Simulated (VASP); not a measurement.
**Cu: relaxation of cell and atoms with PBEsol**

The system is Cu.

```xyz
2
Lattice="2.5341 0.0000 0.0000 -1.2670 2.1946 0.0000 0.0000 0.0000 4.1126" Properties=species:S:1:pos:R:3 pbc="T T T"
Cu    0.0000    1.4631    1.0281
Cu    1.2670    0.7315    3.0844
```

- Program: VASP 6.6.1
- Task: relaxation of cell and atoms
- Functional: PBEsol
- Potentials or basis: VASP PAW PBE potentials, release 64 (Cu)
- Cutoff: 600 eV
- k mesh: 8 × 8 × 4
- Occupations: fermi-dirac, width 0.2 eV
- Spin: no spin polarisation
- Dipole correction: no
- Further INCAR settings: ALGO = Normal; EDIFF = 1e-06; IBRION = 2; EDIFFG = -0.01; NSW = 80; ISIF = 3

The relaxed volume is 11.41 Å³/atom, the relaxed cell is a = 2.532 Å, b = 2.532 Å, c = 4.110 Å, α = 90.00°, β = 90.00°, γ = 120.00° and the space group after relaxing (to 0.05 Å) is P6_3/mmc (No. 194). The energy gained by relaxing is 0.0 meV/atom, the ionic steps are 3 and the pressure after relaxing is 0.0 GPa. The band gap on the k mesh is zero (band 11 reaches 10.92 eV, above the bottom of band 12 at 5.83 eV).

Stress tensor (GPa, compression positive):
```
-0.04  0.00  0.00
 0.00 -0.04  0.00
 0.00  0.00  0.10
```

Final structure:
```yaml
crystal:
  lattice:
    - [2.53177, 0.00000, 0.00000]
    - [-1.26589, 2.19258, 0.00000]
    - [0.00000, 0.00000, 4.11033]
  atoms:
    - { symbol: Cu, position: [0.33333, 0.66667, 0.25000] }
    - { symbol: Cu, position: [0.66667, 0.33333, 0.75000] }
```

Levels at points of the mesh, in eV from the Fermi level:
| k point | band 7 | band 8 | band 9 | band 10 | band 11 | band 12 | band 13 | band 14 | band 15 |
| --- | --- | --- | --- | --- | --- | --- | --- | --- | --- |
| (0.00, 0.00, 0.00) | -2.82 | -2.54 | -2.54 | -1.74 | -1.74 | -1.05 | 4.02 | 21.57 | 22.12 |
| (0.50, 0.00, 0.00) | -2.78 | -1.65 | -1.58 | -1.54 | 0.00 | 1.62 | 7.94 | 8.37 | 10.93 |
| (0.00, 0.00, 0.50) | -3.10 | -3.10 | -1.97 | -1.97 | -1.97 | -1.97 | 12.89 | 12.89 | 22.28 |
| (0.50, 0.00, 0.50) | -1.93 | -1.93 | -1.58 | -1.58 | 0.45 | 0.45 | 5.02 | 5.02 | 16.38 |

Wall time 24 s on 1 thread of Intel Xeon 6975P-C, on a shared host, peak memory 0.14 GiB.

Caveat: the k points lie up to 0.38 Å⁻¹ apart in the final cell; the PAW data sets were made with another functional, which shifts forces and pressure a little.
